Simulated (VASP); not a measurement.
# TePb (P4/mmm) in VASP: further runs, part 2 of 2

VASP 6.6.1.

### Step 4. Single point, PBE+D3(BJ)

This run uses another cell than the first one, of the same volume but with other edges.

File INCAR:

```
SYSTEM = TePb
PREC = Accurate
ENCUT = 520
EDIFF = 1E-7
ISMEAR = 0
SIGMA = 0.15
LREAL = .False.
LASPH = .True.
NELM = 100
ALGO = Normal
ISIF = 2
LWAVE = .False.
LCHARG = .False.
GGA = PE
IVDW = 12
NBANDS = 17
```

File KPOINTS:

```
Automatic mesh
0
Gamma
  14 14 14
  0 0 0
```

File POSCAR:

```
TePb
1.0
    4.3478714384      0.0000000000      0.0000000000
    0.0000000000      4.3478714384      0.0000000000
    0.0000000000      0.0000000000      3.3913397219
Te Pb
1 1
Direct
    0.5000000000      0.5000000000      0.5000000000
    0.0000000000      0.0000000000      0.0000000000
```

Potentials or basis: VASP PAW PBE potentials, release 64 (Te, Pb_d).

Command:

```bash
$ cat potpaw_PBE.64/Te/POTCAR potpaw_PBE.64/Pb_d/POTCAR > POTCAR
$ mpirun -np 1 vasp_std > vasp.out
```

OUTCAR:

```text
SYSTEM = TePb
   PREC = Accurate
   ENCUT = 520
   EDIFF = 1E-7
   ISMEAR = 0
   LREAL = .False.
   LASPH = .True.
   NELM = 100
   ISIF = 2
   GGA = PE
   IVDW = 12
 IVDW          = 12

 ion  position               nearest neighbor table
   1  0.500  0.500  0.500-   2 3.51   2 3.51   2 3.51   2 3.51   2 3.51   2 3.51   2 3.51   2 3.51

   2  0.000  0.000  0.000-   1 3.51   1 3.51   1 3.51   1 3.51   1 3.51   1 3.51   1 3.51   1 3.51

  LATTYP: Found a simple tetragonal cell.
 ALAT       =     4.3478714384
 C/A-ratio  =     0.7800000000

  Lattice vectors:

 A1 = (   4.3478714384,   0.0000000000,   0.0000000000)
 A2 = (   0.0000000000,   4.3478714384,   0.0000000000)
 A3 = (   0.0000000000,   0.0000000000,   3.3913397219)

Analysis of symmetry for initial positions (statically):
=====================================================================
 Subroutine PRICEL returns:
 Original cell was already a primitive cell.

 Routine SETGRP: Setting up the symmetry group for a
 simple tetragonal supercell.

 Subroutine GETGRP returns: Found 16 space group operations
 (whereof 16 operations were pure point group operations)
 out of a pool of 16 trial point group operations.

The static configuration has the point symmetry D_4h.

Analysis of symmetry for dynamics (positions and initial velocities):
=====================================================================
 Subroutine PRICEL returns:
 Original cell was already a primitive cell.

 Routine SETGRP: Setting up the symmetry group for a
 simple tetragonal supercell.

 Subroutine GETGRP returns: Found 16 space group operations
 (whereof 16 operations were pure point group operations)
 out of a pool of 16 trial point group operations.

The dynamic configuration has the point symmetry D_4h.

 Subroutine INISYM returns: Found 16 space group operations
 (whereof 16 operations are pure point group operations),
 and found     1 'primitive' translations
[... 111 lines left out ...]
   EFERMI_NEDOS =   21; number of points for ismear=-14 and -15
   IALGO  =     38    algorithm
   IMIX   =      4    mixing-type and parameters
     AMIX     =   0.40;   BMIX     =  1.00
     AMIX_MAG =   1.60;   BMIX_MAG =  1.00
  volume/ion in A,a.u.               =      32.05       216.32
  Fermi-wavevector in a.u.,A,eV,Ry     =   1.110307  2.098177 16.773027  1.232783
  Thomas-Fermi vector in A             =   2.246857
   LORBIT       =      0    0 simple, 1 ext, 2 COOP (PROOUT), +10 PAW based schemes
   GGA     = PE    functional components
   LHFCALC =     F    Hartree Fock is set to
   AEXX    =    0.0000 exact exchange contribution
   IVDW    =    12    specifies the selected vdW correction
   LEPSILON=     F    determine dielectric tensor
   LRPA    =     F    only Hartree local field effects (RPA)
 non-spin polarized calculation
 Gauss-broadening in eV      SIGMA  =   0.15
  energy-cutoff  :      520.00
  volume of cell :       64.11
 maximum number of plane-waves:      1756
   NGX = 17   NGY = 17   NGZ = 13

 number of electron      20.0000000 magnetization

 Free energy of the ion-electron system (eV)
  ---------------------------------------------------
  ext. energy  EPLUGINS =         0.00000000
  ---------------------------------------------------
  free energy    TOTEN  =        -6.93262149 eV

  energy without entropy =       -6.92231379  energy(sigma->0) =       -6.92746764

 E-fermi :   6.8720     XC(G=0):  -9.6796

 val. band max:        6.8689753997   @ k =   0.3571   0.0714   0.0714
 cond. band min:       6.8762883326   @ k =   0.1429   0.0000   0.5000
 fundamental gap:      0.0073129330
 Fermi energy:         6.8720227867

 k-point     1 :       0.0000    0.0000    0.0000
  band No.  band energies     occupation
      1     -10.8112      2.00000
      2     -10.6620      2.00000
      3     -10.6310      2.00000
      4     -10.5560      2.00000
      5     -10.5560      2.00000
      6      -5.9204      2.00000
[... 457 lines left out ...]
      4     -10.5618      2.00000
      5     -10.5583      2.00000
      6      -5.0146      2.00000
[... 9 lines left out ...]
     16      15.9175      0.00000
     17      16.4225      0.00000

 [... further k-points ...]

------------------------ aborting loop because EDIFF is reached ----------------------------------------

 Edisp (eV)   -0.84271

 E8    (eV) :    -0.4063

  FORCE on cell =-STRESS in cart. coord.  units (eV):
  Direction    XX          YY          ZZ          XY          YZ          ZX
  --------------------------------------------------------------------------------------
  -------------------------------------------------------------------------------------
  Total      -1.49334    -1.49334     0.34512     0.00000     0.00000    -0.00000
  in kB     -37.32023   -37.32023     8.62498     0.00000     0.00000    -0.00000
  external pressure =      -22.01 kB  Pullay stress =        0.00 kB

 VOLUME and BASIS-vectors are now :
 -----------------------------------------------------------------------------
  energy-cutoff  :      520.00
  volume of cell :       64.11
      direct lattice vectors                 reciprocal lattice vectors
     4.347871438  0.000000000  0.000000000     0.229997601  0.000000000  0.000000000
     0.000000000  4.347871438  0.000000000     0.000000000  0.229997601  0.000000000
     0.000000000  0.000000000  3.391339722     0.000000000  0.000000000  0.294868719

 POSITION                                       TOTAL-FORCE (eV/Angst)
 -----------------------------------------------------------------------------------
      2.17394      2.17394      1.69567         0.000000      0.000000      0.000000
      0.00000      0.00000      0.00000         0.000000      0.000000      0.000000
 -----------------------------------------------------------------------------------
    total drift:                                0.000000      0.000000     -0.000000

  FREE ENERGIE OF THE ION-ELECTRON SYSTEM (eV)
  ---------------------------------------------------
  free  energy   TOTEN  =        -7.7753311084 eV

  energy  without entropy=       -7.7650234024  energy(sigma->0) =       -7.77017726
```

Wall time 2.6 min (1 thread of AMD EPYC 9R45 (Zen 5), shared host); peak memory 0.41 GiB.

What came out:

| Item | Value |
| --- | --- |
| Free energy | -7.7753 eV |
| Pressure | -2.2 GPa |
| Band gap on the k mesh | zero (band 10 reaches 8.38 eV, above the bottom of band 11 at 4.52 eV) |
| Dispersion energy per atom | -0.421 eV |

Levels at points of the mesh, in eV from the Fermi level:
```csv
k point,band 6,band 7,band 8,band 9,band 10,band 11,band 12,band 13,band 14,band 15
"(0.00, 0.00, 0.00)",-12.79,-7.95,-3.09,-3.09,0.62,2.74,3.74,3.74,5.49,6.43
"(0.50, 0.00, 0.00)",-11.83,-9.94,-1.79,-1.47,-0.40,0.36,1.34,4.82,6.12,7.67
"(0.50, 0.50, 0.00)",-11.35,-9.18,-5.16,-5.16,1.51,4.52,4.52,5.60,7.33,9.10
"(0.00, 0.00, 0.50)",-10.73,-8.60,-2.83,-1.66,-0.87,-0.87,1.60,1.60,5.01,6.27
"(0.50, 0.00, 0.50)",-10.28,-7.71,-5.09,-4.50,-0.67,1.64,2.50,2.58,5.13,5.44
"(0.50, 0.50, 0.50)",-10.10,-7.27,-4.10,-2.42,-2.42,-2.35,-0.88,-0.88,10.90,10.90
```

Caveat: spin-orbit coupling is left out, which moves the levels of the heavy elements; pairwise dispersion overbinds metals, which lowers pressure and volume.

### Step 5. Overview

| cell | gap on the mesh (eV) | pressure (GPa) |
| --- | --- | --- |
| a = 3.766, b = 3.766, c = 4.520 Å, 2 atoms | none | -2.2 |
| a = 4.225, b = 4.225, c = 3.591 Å, 2 atoms | none | -2.4 |
| a = 4.348, b = 4.348, c = 3.391 Å, 2 atoms | none | -2.2 |

Alike in all rows: task single point; level PBE+D3(BJ); potentials or basis VASP PAW PBE potentials, release 64 (Te, Pb_d); no spin polarisation; k mesh 14 × 14 × 14; cutoff (eV) 520; smearing gaussian 0.15 eV.

Caveats: spin-orbit coupling is left out, which moves the levels of the heavy elements; pairwise dispersion overbinds metals, which lowers pressure and volume.

Total energies depend on the potentials used, so only differences within one code and one set of settings carry meaning.
